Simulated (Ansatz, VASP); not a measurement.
# Two plane-wave programs on BaS

File INCAR:

```
SYSTEM = BaS
PREC     = Accurate       ! precision mode
ENCUT    = 520            ! plane-wave cutoff, eV
EDIFF    = 1E-6           ! SCF threshold, eV
ISMEAR   = 0              ! smearing method
SIGMA    = 0.02           ! smearing width, eV
LREAL    = .False.        ! projectors in reciprocal space
LASPH    = .True.         ! aspherical terms in the spheres
NELM     = 80             ! most SCF steps
ALGO     = Normal         ! electronic algorithm
ISIF     = 2              ! what is computed and relaxed
LWAVE    = .False.        ! write WAVECAR
LCHARG   = .False.        ! write CHGCAR
GGA      = PS             ! functional
NBANDS   = 15             ! bands
```

The input KPOINTS:

```
Automatic mesh
0
Gamma
  8 8 8
  0 0 0
```

Contents of POSCAR:

```
BaS
1.0
    0.0000000000      3.1925363750      2.9050988750
    3.1925363750      0.0000000000      2.9050988750
    3.1925363750      3.1925363750      0.0000000000
Ba S
1 1
Direct
    0.0000000000      0.0000000000      0.0000000000
    0.5000000000      0.5000000000      0.5000000000
```

Input for Ansatz:

```yaml
crystal:
  lattice:
    - [0.0, 3.192536375, 2.905098875]
    - [3.192536375, 0.0, 2.905098875]
    - [3.192536375, 3.192536375, 0.0]
  atoms:
    - { symbol: Ba, position: [0.0, 0.0, 0.0] }
    - { symbol: S, position: [0.5, 0.5, 0.5] }
basis:
  ecutwfc: 420
kpoints:
  mp_grid: { grid: [8, 8, 8] }
hamiltonian:
  xc: pbesol
scf:
  occupations: { method: gaussian, width: 0.02 }
output:
  forces: true
  stress: true
  eigenvalues: true
  populations: true
```

Alike in both runs: task single point; functional PBEsol; k mesh 8 × 8 × 8; occupations gaussian, width 0.02 eV; no spin polarisation.

|  | VASP | Ansatz |
| --- | --- | --- |
| version | VASP 6.6.1 | Ansatz 0.2.0 |
| potentials or method | VASP PAW PBE potentials, release 64 (Ba_sv, S), cutoff 520 eV | scalar-relativistic, plane waves, PAW |
| valence electrons in the cell | 16 | 16 |

```tsv
	VASP	Ansatz	Ansatz less VASP
gap on the k mesh at the Fermi level (eV)	1.33	1.46	+0.129
least direct gap on the mesh (eV)	1.46	1.56	+0.101
pressure (GPa)	6.2	5.2	-0.97
traceless stress, the component that is largest in VASP (GPa)	10.02	9.20	-0.827
```

VASP's potentials were made for PBE, not for PBEsol.

Spin-orbit coupling is off throughout.
